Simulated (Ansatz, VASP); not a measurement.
**One calculation of Pt, two programs**

```
Pt
1.0
    -1.58908    1.58908    1.58908
     1.58908   -1.58908    1.58908
     1.58908    1.58908   -1.58908
Pt
1
Direct
  0.00000 0.00000 0.00000
```

Alike in both runs: functional revPBE; k mesh 14 × 14 × 14; occupations fermi-dirac, width 0.1 eV; no spin polarisation.

Ansatz relaxed the structure, and its values are those at the end. VASP's run is a single point on that final structure, the one shown.

|  | VASP | Ansatz |
| --- | --- | --- |
| version | VASP 6.6.1 | Ansatz 0.2.0 |
| potentials or method | VASP PAW PBE potentials, release 64 (Pt), cutoff 520 eV | plane waves (420 eV) with PAW, scalar-relativistic |
| valence electrons in the cell | 10 | 18 |

```csv
,VASP,Ansatz,Ansatz less VASP
pressure (GPa),-0.5,0.0,+0.46
```

VASP's potentials were made for PBE, not for revPBE. With one functional, cell and mesh, what is left measures potentials, basis and numerics. VASP's potentials hold 10 valence electrons a cell and Ansatz's 18, so a difference there can come from the potentials and not from the codes.

Neither program's run includes spin-orbit coupling.
